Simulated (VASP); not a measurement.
CuO, 4 atoms in the cell. The structure is monoclinic, space group C2/c (No. 15). The conventional cell has a = 4.652 Å, b = 3.400 Å, c = 5.094 Å, α = 90.00°, β = 99.54°, γ = 90.00°. Within 2.6 Å of Cu (site symmetry -1) lie 4 O at 1.94 to 1.95 Å. O (site symmetry 2) has 6 Cu at 1.94 to 2.77 Å and 6 O at 2.61 to 2.88 Å within 2.9 Å. 

| Item | Value |
| --- | --- |
| Program | VASP 6.6.1 |
| Task | single point |
| Functional | PBE |
| Dispersion | D3(BJ) |
| Potentials or basis | VASP PAW PBE potentials, release 64 (Cu, O) |
| Cutoff | 520 eV |
| k mesh | 10 × 10 × 5 |
| Occupations | fermi-dirac, width 0.05 eV |
| Spin | no spin polarisation |
| Dipole correction | no |
| Further INCAR settings | ALGO = Normal; EDIFF = 1e-07; NBANDS = 25 |

Potentials or basis: VASP PAW PBE potentials, release 64 (Cu, O).

The run is started by

```console
$ cat potpaw_PBE.64/Cu/POTCAR potpaw_PBE.64/O/POTCAR > POTCAR
$ mpirun -np 1 vasp_std > vasp.out
```

Hardware: 1 thread of Intel Xeon 8259CL (shared host).

How long does it take, and how much memory?

Run time: 3.5 min on 1 thread of Intel Xeon 8259CL, with other jobs on the host, peak memory 0.26 GiB. Counts: scf iterations 16, k points 141.
